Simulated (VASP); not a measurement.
# Ca (I4/mmm) in VASP: a series of runs

Ca is run at these levels: r2SCAN; tasks: single point.

Everything below comes from runs of VASP 6.6.1. Logs are shortened: lines on timing, memory, paths and dates and some standing lists are left out, and cuts for length are marked.

**1. The cell of the first run**

It takes space group I4/mmm (No. 139, tetragonal). The conventional cell has a = 4.480 Å, b = 4.480 Å, c = 4.525 Å, α = 90.00°, β = 90.00°, γ = 90.00°. Within 5.1 Å of Ca (site symmetry 4/mmm) lie 14 Ca at 3.89 to 4.52 Å.

**2. Single point, r2SCAN (strain +0.0100 x Voigt [0, 1, 0, 0, 0, 0])**

File POSCAR:

```
Ca
1.0
   -2.2400000000      2.2624000000      2.2400000000
    2.2400000000     -2.2624000000      2.2400000000
    2.2400000000      2.2624000000     -2.2400000000
Ca
1
Direct
    0.0000000000      0.0000000000      0.0000000000
```

File INCAR.step1:

```
SYSTEM = Ca
ALGO = Normal ; EDIFF = 1E-5
ENCUT = 550 ; GGA = PE
GGA_COMPAT = .FALSE. ; ISMEAR = 0
LASPH = .TRUE. ; LCHARG = .FALSE.
LREAL = .FALSE. ; LWAVE = .TRUE.
NBANDS = 11 ; NELM = 120
PREC = Accurate ; SIGMA = 0.15
```

File INCAR.step2:

```
SYSTEM = Ca
ALGO = Normal ; EDIFF = 1E-6
ENCUT = 550 ; GGA_COMPAT = .FALSE.
ISIF = 2 ; ISMEAR = 0
ISTART = 1 ; LASPH = .TRUE.
LCHARG = .FALSE. ; LMIXTAU = .TRUE.
LREAL = .FALSE. ; LWAVE = .FALSE.
METAGGA = R2SCAN ; NBANDS = 11
NELM = 120 ; PREC = Accurate
SIGMA = 0.15
```

File KPOINTS:

```
k-points
0
G
  16 16 16
  0 0 0
```

Potentials or basis: VASP PAW PBE potentials, release 64 (Ca_sv).

Run with:

```sh
$ cat potpaw_PBE.64/Ca_sv/POTCAR > POTCAR
$ cp INCAR.step1 INCAR
$ mpirun -np 1 vasp_std > vasp.out
$ cp INCAR.step2 INCAR
$ mpirun -np 1 vasp_std > vasp.out
```

OUTCAR:

```text
SYSTEM = Ca
   EDIFF = 1E-6
   ENCUT = 550
   ISIF = 2
   ISMEAR = 0
   ISTART = 1
   LASPH = .TRUE.
   LREAL = .FALSE.
   METAGGA = R2SCAN
   NELM = 120
   PREC = Accurate

 ion  position               nearest neighbor table
   1  0.000  0.000  0.000-

  LATTYP: Found a body centered tetragonal cell.
 ALAT       =     4.4800000000
 C/A-ratio  =     1.0100000000

  Lattice vectors:

 A1 = (  -2.2400000000,  -2.2624000000,   2.2400000000)
 A2 = (   2.2400000000,  -2.2624000000,  -2.2400000000)
 A3 = (   2.2400000000,   2.2624000000,   2.2400000000)

Analysis of symmetry for initial positions (statically):
=====================================================================
 Subroutine PRICEL returns:
 Original cell was already a primitive cell.

 Routine SETGRP: Setting up the symmetry group for a
 body centered tetragonal supercell.

 Subroutine GETGRP returns: Found 16 space group operations
 (whereof 16 operations were pure point group operations)
 out of a pool of 16 trial point group operations.

The static configuration has the point symmetry D_4h.

Analysis of symmetry for dynamics (positions and initial velocities):
=====================================================================
 Subroutine PRICEL returns:
 Original cell was already a primitive cell.

 Routine SETGRP: Setting up the symmetry group for a
 body centered tetragonal supercell.

 Subroutine GETGRP returns: Found 16 space group operations
 (whereof 16 operations were pure point group operations)
 out of a pool of 16 trial point group operations.

The dynamic configuration has the point symmetry D_4h.

 Subroutine INISYM returns: Found 16 space group operations
 (whereof 16 operations are pure point group operations),
 and found     1 'primitive' translations

----------------------------------------------------------------------------------------

                                     Primitive cell

  volume of cell :      45.4073

  direct lattice vectors                    reciprocal lattice vectors
    -2.240000000  2.262400000  2.240000000     0.000000000  0.221004243  0.223214286
     2.240000000 -2.262400000  2.240000000     0.223214286  0.000000000  0.223214286
     2.240000000  2.262400000 -2.240000000     0.223214286  0.221004243  0.000000000

  length of vectors
     3.892769420  3.892769420  3.892769420     0.314113822  0.315672670  0.314113822

  position of ions in fractional coordinates (direct lattice)
[... 83 lines left out ...]
   ISIF   =      2    stress and relaxation
   ISYM   =      2    0-nonsym 1-usesym 2-fastsym
   POTIM  = 0.5000    time-step for ionic-motion
   TEBEG  =    0.0;   TEEND  =   0.0 temperature during run
   PSTRESS=    0.0 pullay stress
   NELECT =      10.0000    total number of electrons
   NUPDOWN=      -1.0000    fix difference up-down
   EMIN   =  10.00;   EMAX   =-10.00  energy-range for DOS
   EFERMI =   0.00;   METHOD = LEGACY
   ISMEAR =     0;   SIGMA  =   0.15  broadening in eV -4-tet -1-fermi 0-gaus
   EFERMI_NEDOS =   21; number of points for ismear=-14 and -15
   IALGO  =     38    algorithm
   IMIX   =      4    mixing-type and parameters
     AMIX     =   0.40;   BMIX     =  1.00
     AMIX_MAG =   1.60;   BMIX_MAG =  1.00
  volume/ion in A,a.u.               =      45.41       306.42
  Fermi-wavevector in a.u.,A,eV,Ry     =   0.988628  1.868237 13.298142  0.977386
  Thomas-Fermi vector in A             =   2.120169
   LORBIT       =      0    0 simple, 1 ext, 2 COOP (PROOUT), +10 PAW based schemes
   METAGGA = R2SCAN    functional components
   LHFCALC =     F    Hartree Fock is set to
   AEXX    =    0.0000 exact exchange contribution
   IVDW    =     0    specifies the selected vdW correction
   LEPSILON=     F    determine dielectric tensor
   LRPA    =     F    only Hartree local field effects (RPA)
 non-spin polarized calculation
 Gauss-broadening in eV      SIGMA  =   0.15
  energy-cutoff  :      550.00
  volume of cell :       45.41
 maximum number of plane-waves:      1354
 NGX is ok and might be reduce to    30
   NGX = 15   NGY = 15   NGZ = 15

 number of electron      10.0000001 magnetization

 Free energy of the ion-electron system (eV)
  ---------------------------------------------------
  ext. energy  EPLUGINS =         0.00000000
  ---------------------------------------------------
  free energy    TOTEN  =        -7.02104208 eV

  energy without entropy =       -7.00563456  energy(sigma->0) =       -7.01333832

 E-fermi :   1.7591     XC(G=0):  -7.9837

 val. band max:        1.7532312172   @ k =   0.5000  -0.4375   0.0625
 cond. band min:       1.7619683906   @ k =   0.5000  -0.4375   0.3125
 fundamental gap:      0.0087371734
 Fermi energy:         1.7591217630

 k-point     1 :       0.0000    0.0000    0.0000
  band No.  band energies     occupation
      1     -42.2543      2.00000
      2     -22.2876      2.00000
      3     -22.2876      2.00000
      4     -22.2868      2.00000
      5      -2.4355      2.00000
      6       4.3024      0.00000
      7       4.3024      0.00000
      8       4.3466      0.00000
      9       5.3104      0.00000
     10       5.3637      0.00000
     11      12.1073      0.00000
[... 309 lines left out ...]
 k-point    24 :      -0.1250    0.0625    0.0000
  band No.  band energies     occupation
      1     -42.2530      2.00000
      2     -22.3002      2.00000
      3     -22.2906      2.00000
      4     -22.2882      2.00000
      5      -2.2260      2.00000
      6       4.1932      0.00000
      7       4.2009      0.00000
      8       4.4835      0.00000
      9       5.1666      0.00000
     10       5.3715      0.00000
     11      11.7763      0.00000

 [... further k-points ...]

------------------------ aborting loop because EDIFF is reached ----------------------------------------

  FORCE on cell =-STRESS in cart. coord.  units (eV):
  Direction    XX          YY          ZZ          XY          YZ          ZX
  --------------------------------------------------------------------------------------
  -------------------------------------------------------------------------------------
  Total       -0.2094316     -0.2099590     -0.2094316      0.0000000      0.0000000      0.0000000
  in kB       -7.3897088     -7.4083188     -7.3897088      0.0000000      0.0000000      0.0000000
  external PRESSURE =      -7.3959122 kB  Pullay stress =       0.0000000 kB

 VOLUME and BASIS-vectors are now :
 -----------------------------------------------------------------------------
  energy-cutoff  :      550.00
  volume of cell :       45.41
      direct lattice vectors                 reciprocal lattice vectors
    -2.240000000  2.262400000  2.240000000     0.000000000  0.221004243  0.223214286
     2.240000000 -2.262400000  2.240000000     0.223214286  0.000000000  0.223214286
     2.240000000  2.262400000 -2.240000000     0.223214286  0.221004243  0.000000000

 POSITION                                       TOTAL-FORCE (eV/Angst)
 -----------------------------------------------------------------------------------
      0.00000      0.00000      0.00000        -0.000000      0.000000      0.000000
 -----------------------------------------------------------------------------------
    total drift:                               -0.000000     -0.000000      0.000000

  FREE ENERGIE OF THE ION-ELECTRON SYSTEM (eV)
  ---------------------------------------------------
  free  energy   TOTEN  =        -7.0210420784 eV

  energy  without entropy=       -7.0056345614  energy(sigma->0) =       -7.01333832
```

OUTCAR.step1:

```text
SYSTEM = Ca
   EDIFF = 1E-5
   ENCUT = 550
   GGA = PE
   ISMEAR = 0
   LASPH = .TRUE.
[... 555 lines left out ...]
 -----------------------------------------------------------------------------------
      0.00000      0.00000      0.00000        -0.000000     -0.000000      0.000000
 -----------------------------------------------------------------------------------
    total drift:                               -0.000000     -0.000000      0.000000

  FREE ENERGIE OF THE ION-ELECTRON SYSTEM (eV)
  ---------------------------------------------------
  free  energy   TOTEN  =        -1.9110056232 eV

  energy  without entropy=       -1.8928551702  energy(sigma->0) =       -1.90193040
```

Wall time 5.9 min (1 thread of Oxide Virtual Turin-like, shared host); peak memory 0.28 GiB.

Results:

- Free energy: -7.0210 eV
- Pressure: -0.7 GPa
- Band gap on the k mesh: zero (bands 5 and 6 overlap by 0.58 eV)

Caveat: the cell differs from its parent crystal (strain +0.0100 x Voigt [0, 1, 0, 0, 0, 0]); the PAW data sets were made with another functional, which shifts forces and pressure a little.

**3. Single point, r2SCAN (strain +0.0200 x Voigt [0, 1, 0, 0, 0, 0])**

File POSCAR:

```
Ca
1.0
   -2.2400000000      2.2848000000      2.2400000000
    2.2400000000     -2.2848000000      2.2400000000
    2.2400000000      2.2848000000     -2.2400000000
Ca
1
Direct
    0.0000000000      0.0000000000      0.0000000000
```

File INCAR.step1:

```
SYSTEM = Ca
  ALGO = Normal
  EDIFF = 1E-5
  ENCUT = 550
  GGA = PE
  GGA_COMPAT = .FALSE.
  ISMEAR = 0
  LASPH = .TRUE.
  LCHARG = .FALSE.
  LREAL = .FALSE.
  LWAVE = .TRUE.
  NBANDS = 11
  NELM = 120
  PREC = Accurate
  SIGMA = 0.15
```

File INCAR.step2:

```
SYSTEM = Ca
  ALGO = Normal
  EDIFF = 1E-6
  ENCUT = 550
  GGA_COMPAT = .FALSE.
  ISIF = 2
  ISMEAR = 0
  ISTART = 1
  LASPH = .TRUE.
  LCHARG = .FALSE.
  LMIXTAU = .TRUE.
  LREAL = .FALSE.
  LWAVE = .FALSE.
  METAGGA = R2SCAN
  NBANDS = 11
  NELM = 120
  PREC = Accurate
  SIGMA = 0.15
```

KPOINTS is that of step 2.

Potentials or basis: VASP PAW PBE potentials, release 64 (Ca_sv).

Run with:

```sh
$ cat potpaw_PBE.64/Ca_sv/POTCAR > POTCAR
$ cp INCAR.step1 INCAR
$ mpirun -np 1 vasp_std > vasp.out
$ cp INCAR.step2 INCAR
$ mpirun -np 1 vasp_std > vasp.out
```

Wall time 5.7 min (1 thread of Oxide Virtual Turin-like, shared host); peak memory 0.28 GiB.

It converged, with:

| Quantity | Value |
| --- | --- |
| Free energy | -7.0189 eV |
| Pressure | -0.9 GPa |
| Band gap on the k mesh | zero (bands 5 and 6 overlap by 0.59 eV) |

Levels at points of the mesh, in eV from the Fermi level:
```
           k point  band 2  band 3  band 4  band 5  band 6  band 7  band 8  band 9
(0.00, 0.00, 0.00)  -24.07  -24.07  -24.07   -4.18    2.52    2.52    2.60    3.50
(0.50, 0.00, 0.00)  -24.18  -24.11  -24.07   -0.83   -0.22    1.62    3.42    3.81
(0.00, 0.50, 0.00)  -24.18  -24.11  -24.07   -0.79   -0.15    1.50    3.52    3.85
(0.50, 0.50, 0.50)  -24.15  -24.15  -24.15    0.20    0.25    3.63    3.96    3.96
```

Caveat: the cell differs from its parent crystal (strain +0.0200 x Voigt [0, 1, 0, 0, 0, 0]); the PAW data sets were made with another functional, which shifts forces and pressure a little.

**4. Single point, r2SCAN (strain +0.0300 x Voigt [0, 1, 0, 0, 0, 0])**

File POSCAR:

```
Ca
1.0
   -2.2400000000      2.3072000000      2.2400000000
    2.2400000000     -2.3072000000      2.2400000000
    2.2400000000      2.3072000000     -2.2400000000
Ca
1
Direct
    0.0000000000      0.0000000000      0.0000000000
```

File INCAR.step1:

```
  PREC = Accurate
  ENCUT = 550
  ISMEAR = 0
  SIGMA = 0.15
  LREAL = F
  LASPH = T
  NELM = 120
  NBANDS = 11
  GGA = PE
  ALGO = Normal
  EDIFF = 1E-5
  LWAVE = T
  LCHARG = F
  GGA_COMPAT = F
```

File INCAR.step2:

```
  PREC = Accurate
  ENCUT = 550
  EDIFF = 1E-6
  ISMEAR = 0
  SIGMA = 0.15
  LREAL = F
  LASPH = T
  NELM = 120
  ALGO = Normal
  ISIF = 2
  LWAVE = F
  LCHARG = F
  METAGGA = R2SCAN
  LMIXTAU = T
  NBANDS = 11
  ISTART = 1
  GGA_COMPAT = F
```

File KPOINTS:

```
Automatic mesh
0
Gamma
  16 16 16
```

Run with:

```sh
$ cat potpaw_PBE.64/Ca_sv/POTCAR > POTCAR
$ cp INCAR.step1 INCAR
$ mpirun -np 1 vasp_std > vasp.out
$ cp INCAR.step2 INCAR
$ mpirun -np 1 vasp_std > vasp.out
```

Wall time 6 min (1 thread of Oxide Virtual Turin-like, shared host); peak memory 0.28 GiB.

Results (log left out):

```yaml
Free_energy: -7.0163 eV
Pressure: -1.0 GPa
Band_gap_on_the_k_mesh: zero (bands 5 and 6 overlap by 0.60 eV)
```

Levels at points of the mesh, in eV from the Fermi level:
```tsv
k point	band 1	band 2	band 3	band 4	band 5	band 6	band 7	band 8	band 9	band 10
(0.00, 0.00, 0.00)	-44.06	-24.10	-24.10	-24.09	-4.16	2.49	2.49	2.62	3.45	3.60
(0.50, 0.00, 0.00)	-44.05	-24.20	-24.13	-24.09	-0.83	-0.23	1.63	3.37	3.78	4.48
(0.00, 0.50, 0.00)	-44.05	-24.20	-24.13	-24.10	-0.77	-0.14	1.47	3.53	3.83	4.50
(0.50, 0.50, 0.50)	-44.04	-24.17	-24.17	-24.17	0.20	0.27	3.49	3.98	3.98	4.26
```

Caveat: the cell differs from its parent crystal (strain +0.0300 x Voigt [0, 1, 0, 0, 0, 0]); the PAW data sets were made with another functional, which shifts forces and pressure a little.

**5. Single point, r2SCAN (strain +0.0350 x Voigt [0, 1, 0, 0, 0, 0])**

File POSCAR:

```
Ca
1.0
   -2.2400000000      2.3184000000      2.2400000000
    2.2400000000     -2.3184000000      2.2400000000
    2.2400000000      2.3184000000     -2.2400000000
Ca
1
Direct
    0.0000000000      0.0000000000      0.0000000000
```

File INCAR.step1:

```
SYSTEM = Ca
PREC     = Accurate       ! precision mode
ENCUT    = 550            ! plane-wave cutoff, eV
ISMEAR   = 0              ! smearing method
SIGMA    = 0.15           ! smearing width, eV
LREAL    = .False.        ! projectors in reciprocal space
LASPH    = .True.         ! aspherical terms in the spheres
NELM     = 120            ! most SCF steps
NBANDS   = 11             ! bands
GGA      = PE             ! functional
ALGO     = Normal         ! electronic algorithm
EDIFF    = 1E-5           ! SCF threshold, eV
LWAVE    = .True.         ! write WAVECAR
LCHARG   = .False.        ! write CHGCAR
GGA_COMPAT= .False.
```

File INCAR.step2:

```
SYSTEM = Ca
PREC     = Accurate       ! precision mode
ENCUT    = 550            ! plane-wave cutoff, eV
EDIFF    = 1E-6           ! SCF threshold, eV
ISMEAR   = 0              ! smearing method
SIGMA    = 0.15           ! smearing width, eV
LREAL    = .False.        ! projectors in reciprocal space
LASPH    = .True.         ! aspherical terms in the spheres
NELM     = 120            ! most SCF steps
ALGO     = Normal         ! electronic algorithm
ISIF     = 2              ! what is computed and relaxed
LWAVE    = .False.        ! write WAVECAR
LCHARG   = .False.        ! write CHGCAR
METAGGA  = R2SCAN         ! meta-GGA
LMIXTAU  = .True.       
NBANDS   = 11             ! bands
ISTART   = 1            
GGA_COMPAT= .False.
```

File KPOINTS:

```
regular mesh
0
Gamma
  16 16 16
  0 0 0
```

Run with:

```sh
$ cat potpaw_PBE.64/Ca_sv/POTCAR > POTCAR
$ cp INCAR.step1 INCAR
$ mpirun -np 1 vasp_std > vasp.out
$ cp INCAR.step2 INCAR
$ mpirun -np 1 vasp_std > vasp.out
```

It took 5.9 min on 1 thread of Oxide Virtual Turin-like, shared host; peak memory 0.29 GiB.

Results (log left out):

| Quantity | Value |
| --- | --- |
| Free energy | -7.0149 eV |
| Pressure | -1.1 GPa |
| Band gap on the k mesh | zero (bands 5 and 6 overlap by 0.61 eV) |

Levels at points of the mesh, in eV from the Fermi level:
```csv
k point,band 2,band 3,band 4,band 5,band 6,band 7,band 8,band 9
"(0.00, 0.00, 0.00)",-24.11,-24.11,-24.11,-4.15,2.48,2.48,2.62,3.43
"(0.50, 0.00, 0.00)",-24.21,-24.14,-24.11,-0.84,-0.24,1.64,3.34,3.77
"(0.00, 0.50, 0.00)",-24.21,-24.14,-24.11,-0.76,-0.13,1.45,3.53,3.83
"(0.50, 0.50, 0.50)",-24.19,-24.18,-24.18,0.20,0.29,3.42,3.99,3.99
```

Caveat: the cell differs from its parent crystal (strain +0.0350 x Voigt [0, 1, 0, 0, 0, 0]); the PAW data sets were made with another functional, which shifts forces and pressure a little.

**6. Overview**

| cell | gap on the mesh (eV) | pressure (GPa) |
| --- | --- | --- |
| a = 3.893 Å, angles 109.7, 108.9, 109.7°, 1 atom | none | -0.7 |
| a = 3.906 Å, angles 110.0, 108.4, 110.0°, 1 atom | none | -0.9 |
| a = 3.919 Å, angles 110.3, 107.9, 110.3°, 1 atom | none | -1.0 |
| a = 3.926 Å, angles 110.4, 107.6, 110.4°, 1 atom | none | -1.1 |

Alike in all rows: task single point; level r2SCAN; potentials or basis VASP PAW PBE potentials, release 64 (Ca_sv); no spin polarisation; k mesh 16 × 16 × 16; cutoff (eV) 550; smearing gaussian 0.15 eV.

Caveats: the PAW data sets were made with another functional, which shifts forces and pressure a little.

Absolute energies hang on the potentials; compare differences alone.
